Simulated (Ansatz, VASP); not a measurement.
# Two plane-wave programs on AsSe4

```xyz
5
Lattice="3.5995 -4.0728 0.0000 3.5995 4.0728 0.0000 0.0000 0.0000 3.8904" Properties=species:S:1:pos:R:3 pbc="T T T"
As    0.0000    0.0000    0.0000
Se    5.3545    0.0000    1.9452
Se    1.8445    0.0000    1.9452
Se    3.5995   -1.4138    0.0000
Se    3.5995    1.4138    0.0000
```

Change from the starting cell: species swapped into the OsCl4 type (Cmmm, No. 65).

Alike in both runs: functional PBE; k mesh 8 × 8 × 10; occupations gaussian, width 0.1 eV; no spin polarisation.

Ansatz relaxed the structure, and its values are those at the end. VASP's run is a single point on that final structure, the one shown.

|  | VASP | Ansatz |
| --- | --- | --- |
| version | VASP 6.6.1 | Ansatz 0.2.0 |
| potentials or method | VASP PAW PBE potentials, release 64 (As, Se), cutoff 520 eV | scalar-relativistic, plane waves, PAW |
| valence electrons in the cell | 29 | 79 |

|  | VASP | Ansatz | Ansatz less VASP |
| --- | --- | --- | --- |
| gap on the k mesh at the Fermi level (eV) | none | none | - |
| pressure (GPa) | 0.0 | 0.0 | -0.04 |

A gap of «none» marks a metal or a gap that the smearing closes. VASP's potentials hold 29 valence electrons a cell and Ansatz's 79, so a difference there can come from the potentials and not from the codes.
